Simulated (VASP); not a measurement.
# Mg: single point with PBE+D4

Mg:

```xyz
2
Lattice="3.2722 0.0000 0.0000 -1.6361 2.8338 0.0000 0.0000 0.0000 5.3125" Properties=species:S:1:pos:R:3 pbc="T T T"
Mg    1.6361    0.9446    3.9844
Mg    0.0000    1.8892    1.3281
```

```json
{
  "Program": "VASP 6.6.1",
  "Task": "single point",
  "Functional": "PBE",
  "Dispersion": "D4",
  "Potentials or basis": "VASP PAW PBE potentials, release 64 (Mg)",
  "Cutoff": "520 eV",
  "k mesh": "10 × 10 × 5",
  "Occupations": "fermi-dirac, width 0.05 eV",
  "Spin": "no spin polarisation"
}
```

The pressure is -3.2 GPa. The band gap on the k mesh is zero (bands 2 and 3 overlap by 1.93 eV) and the dispersion energy per atom is -0.152 eV.

Stress tensor (GPa, compression positive):
```
-3.60  0.00  0.00
 0.00 -3.60  0.00
 0.00  0.00 -2.35
```

Levels at points of the mesh, in eV from the Fermi level:
| k point | band 1 | band 2 | band 3 | band 4 | band 5 | band 6 |
| --- | --- | --- | --- | --- | --- | --- |
| (0.00, 0.00, 0.00) | -6.66 | -1.59 | -1.27 | 10.48 | 10.48 | 10.51 |
| (0.50, 0.00, 0.00) | -2.10 | -2.05 | 2.53 | 2.97 | 3.06 | 3.47 |

Run time: 11 s on 1 thread of Intel(R) Xeon(R) Platinum 8259CL CPU @ 2.50GHz (Skylake/Cascade Lake), on a shared host, peak memory 0.15 GiB.

Caveat: the cell stands under tension.
